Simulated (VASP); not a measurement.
A run of VASP 6.6.1 is set up as follows.

INCAR

```
SYSTEM = MoS2
  PREC = Accurate
  ENCUT = 520
  EDIFF = 1E-6
  ISMEAR = -1
  SIGMA = 0.15
  LREAL = .False.
  LASPH = .True.
  NELM = 60
  ALGO = Normal
  ISIF = 2
  LWAVE = .False.
  LCHARG = .False.
  GGA = PS
  NBANDS = 20
```

KPOINTS

```
Automatic mesh
0
Gamma
  11 11 11
  0 0 0
```

The input POSCAR:

```
MoS2
1.0
    1.5420395840      0.8902971130      5.9473777546
   -1.5420395840      0.8902971130      5.9473777546
    0.0000000000     -1.7805942261      5.9473777546
Mo S
1 2
Direct
    0.0000000000      0.0000000000      0.0000000000
    0.7500000000      0.7500000000      0.7500000000
    0.2500000000      0.2500000000      0.2500000000
```

Potentials or basis: VASP PAW PBE potentials, release 64 (Mo_sv, S).

Launch:

```bash
$ cat potpaw_PBE.64/Mo_sv/POTCAR potpaw_PBE.64/S/POTCAR > POTCAR
$ mpirun -np 1 vasp_std > vasp.out
```

Predict the largest force.

2.444 eV/Å.

Estimate the pressure.

18.7 GPa.

Estimate the band gap on the k mesh.

zero (bands 13 and 14 overlap by 0.47 eV).

Stress tensor (GPa, compression positive):
```
16.23  0.00  0.00
 0.00 16.23  0.00
 0.00  0.00 23.61
```

Caveat: the stress differs along the axes, from 16 to 24 GPa; the PAW data sets were made with another functional, which shifts forces and pressure a little.
